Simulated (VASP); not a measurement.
Set up this calculation in VASP 6.6.1, as the native input.

* Task: single point
* Functional: PBEsol
* Potentials or basis: VASP PAW PBE potentials, release 64 (Cs_sv, Sc_sv, Pb_d, Br)
* Cutoff: 400 eV
* k mesh: 1 × 1 × 1, shifted
* Occupations: fermi-dirac, width 0.05 eV
* Spin: collinear spin
* Dipole correction: no
* Further INCAR settings: LREAL = Auto; ALGO = Normal; EDIFF = 1e-06; NBANDS = 203; ISYM = -1

The structure of Cs4ScPb3Br12 (a cell with a defect) lies in POSCAR:

```
Cs4ScPb3Br12
1.0
   11.7633300000      0.0000000000      0.0000000000
    0.0000000000     11.7633300000      0.0000000000
    0.0000000000      0.0000000000     11.7633300000
Cs Sc Pb Br
8 2 6 24
Direct
    0.9885440000      0.0480340000      0.0162380000
    0.0028650000      0.9991190000      0.4400070000
    0.9954290000      0.5101140000      0.0159390000
    0.0086420000      0.4454620000      0.5248110000
    0.5013080000      0.9544740000      0.9864010000
    0.4863390000      0.0021800000      0.4756470000
    0.5063850000      0.4945770000      0.9321390000
    0.4926880000      0.5294120000      0.4848090000
    0.2547220000      0.2651910000      0.2218210000
    0.2501270000      0.2386350000      0.7605140000
    0.2474450000      0.7446730000      0.2406970000
    0.2419330000      0.7537380000      0.7434530000
    0.7381490000      0.2600710000      0.2541740000
    0.7464250000      0.2414860000      0.7518640000
    0.7505260000      0.7541210000      0.2463870000
    0.7531030000      0.7456460000      0.7421630000
    0.2648830000      0.3012970000      0.0047150000
    0.2275890000      0.1918450000      0.5473280000
    0.2767750000      0.7095040000      0.9910300000
    0.2374550000      0.7832190000      0.4902300000
    0.7613650000      0.2932690000      0.0012090000
    0.7790670000      0.2134360000      0.5016780000
    0.7270060000      0.7058890000      0.9943470000
    0.7587680000      0.8061810000      0.4945150000
    0.0324450000      0.2540570000      0.2512000000
    0.0258910000      0.2729360000      0.7917190000
    0.0011200000      0.7852670000      0.2063590000
    0.9992890000      0.6876310000      0.7512730000
    0.4644790000      0.2694590000      0.2960750000
    0.4797820000      0.2127240000      0.7679090000
    0.4982480000      0.7613720000      0.2634310000
    0.4969540000      0.7558190000      0.7262290000
    0.2599390000      0.0412210000      0.2230020000
    0.2349790000      0.0259910000      0.8294840000
    0.2360200000      0.4789650000      0.2962640000
    0.2800580000      0.4585460000      0.7210310000
    0.7393060000      0.0087250000      0.2122910000
    0.7647090000      0.9944530000      0.8032330000
    0.7708770000      0.5080730000      0.3005400000
    0.7213400000      0.4926520000      0.7027890000
```

The input as run:

INCAR

```
ALGO = Normal
EDIFF = 1E-6
ENCUT = 400
GGA = PS
GGA_COMPAT = False
ISIF = 2
ISMEAR = -1
ISPIN = 2
ISYM = -1
LASPH = True
LCHARG = False
LMAXMIX = 4
LORBIT = 11
LREAL = Auto
LWAVE = False
MAGMOM = 0 0 0 0 0 0 0 0 1 1 0 0 0 0 0 0 0 0 0 0 0 0 0 0 0 0 0 0 0 0 0 0 0 0 0 0 0 0 0 0
NBANDS = 203
NELM = 200
PREC = Accurate
SIGMA = 0.05
```

KPOINTS

```
explicit points
1
Reciprocal
  0.25000000   0.25000000   0.25000000 1
```

Potentials or basis: VASP PAW PBE potentials, release 64 (Cs_sv, Sc_sv, Pb_d, Br).

Run with:

```console
$ cat potpaw_PBE.64/Cs_sv/POTCAR potpaw_PBE.64/Sc_sv/POTCAR potpaw_PBE.64/Pb_d/POTCAR potpaw_PBE.64/Br/POTCAR > POTCAR
$ mpirun -np 1 vasp_std > vasp.out
```

It gave:

```yaml
Pressure: -0.9 GPa
Largest_force: 0.047 eV/Å
Net_moment: 1.88 μB per cell
Site_moments: Cs +0.00; Sc +0.31, +0.21; Pb +0.10, +0.13, +0.15, +0.06, +0.01 (each value once); Br -0.00, +0.00, +0.01 (each value once) μB
Valence_electrons_inside_the_program's_atomic_spheres: Cs 6.57, 6.56 (each value once); Sc 9.33, 9.28; Pb 11.80, 11.81, 11.78, 11.79 (each value once); Br 4.87, 4.83, 4.84, 4.86, 4.85 (each value once)
```

Caveat: a moment this small can come from the mesh or the smearing; the PAW data sets were made with another functional, which shifts forces and pressure a little.

It took 15 min on 1 thread of AMD EPYC 9R45 96-Core Processor (Zen 5) (shared host), peak memory 1.5 GiB.
